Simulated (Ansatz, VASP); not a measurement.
# One calculation of BN, two programs

The input POSCAR:

```
BN
1.0
    2.5016395345      0.0000000000      0.0000000000
   -1.2508197673      2.1664833880      0.0000000000
    0.0000000000      0.0000000000      7.3693201700
B N
2 2
Direct
    0.6666666667      0.3333333333      0.7500000000
    0.3333333333      0.6666666667      0.2500000000
    0.0000000000      0.0000000000      0.7500000000
    0.0000000000      0.0000000000      0.2500000000
```

File INCAR.step1:

```
SYSTEM = BN
PREC     = Accurate       ! precision mode
ENCUT    = 520            ! plane-wave cutoff, eV
ISMEAR   = -1             ! smearing method
SIGMA    = 0.02           ! smearing width, eV
LREAL    = .FALSE.        ! projectors in reciprocal space
LASPH    = .TRUE.         ! aspherical terms in the spheres
NELM     = 80             ! most SCF steps
NBANDS   = 16             ! bands
GGA      = PE             ! functional
ALGO     = Normal         ! electronic algorithm
EDIFF    = 1E-4           ! SCF threshold, eV
LWAVE    = .TRUE.         ! write WAVECAR
LCHARG   = .FALSE.        ! write CHGCAR
```

INCAR.step2

```
SYSTEM = BN
PREC     = Accurate       ! precision mode
ENCUT    = 520            ! plane-wave cutoff, eV
EDIFF    = 1E-8           ! SCF threshold, eV
ISMEAR   = -1             ! smearing method
SIGMA    = 0.02           ! smearing width, eV
LREAL    = .FALSE.        ! projectors in reciprocal space
LASPH    = .TRUE.         ! aspherical terms in the spheres
NELM     = 80             ! most SCF steps
ALGO     = Normal         ! electronic algorithm
ISIF     = 2              ! what is computed and relaxed
LWAVE    = .FALSE.        ! write WAVECAR
LCHARG   = .FALSE.        ! write CHGCAR
METAGGA  = R2SCAN         ! meta-GGA
LMIXTAU  = .TRUE.       
LEFG     = .TRUE.       
NBANDS   = 16             ! bands
ISTART   = 1
```

Contents of KPOINTS:

```
Automatic mesh
0
G
  14 14 4
  0 0 0
```

Input for Ansatz:

```yaml
crystal:
  lattice:
    - [2.5016395345, 0.0, 0.0]
    - [-1.2508197673, 2.166483388, 0.0]
    - [0.0, 0.0, 7.36932017]
  atoms:
    - { symbol: B, position: [0.6666666667, 0.3333333333, 0.75] }
    - { symbol: B, position: [0.3333333333, 0.6666666667, 0.25] }
    - { symbol: "N", position: [0.0, 0.0, 0.75] }
    - { symbol: "N", position: [0.0, 0.0, 0.25] }
kpoints:
  mp_grid: { grid: [14, 14, 4] }
scf:
  occupations: { method: fermi_dirac, width: 0.02 }
hamiltonian:
  xc: r2scan
  pseudopotentials: { kind: paw }
output:
  forces: true
  stress: true
  populations: true
  efg:
    quadrupole_moments_barn: { B: 0.04059, "N": 0.02044 }
    contact_densities: true
```

Alike in both runs: task electric field gradients; functional r2SCAN; k mesh 14 × 14 × 4; occupations fermi-dirac, width 0.02 eV; no spin polarisation.

```csv
,VASP,Ansatz
version,VASP 6.6.1,Ansatz 0.2.0
potentials or method,"VASP PAW PBE potentials, release 64 (B, N)","plane-wave PAW, scalar-relativistic"
plane-wave cutoff (eV),520,500
valence electrons in the cell,16,16
```

|  | VASP | Ansatz | Ansatz less VASP |
| --- | --- | --- | --- |
| gap on the k mesh at the Fermi level (eV) | 4.41 | 4.38 | -0.028 |
| pressure (GPa) | 0.0 | -0.4 | -0.36 |
| traceless stress, the component that is largest in VASP (GPa) | -0.07 | 0.53 | +0.599 |
| size of Vzz on the site where it differs most (V/Å²) | 37.4 | 29.2 | -8.19 |

VASP's potentials were made for PBE, not for r2SCAN. The functional is the same, so the differences come from potentials, cutoffs and numerics.
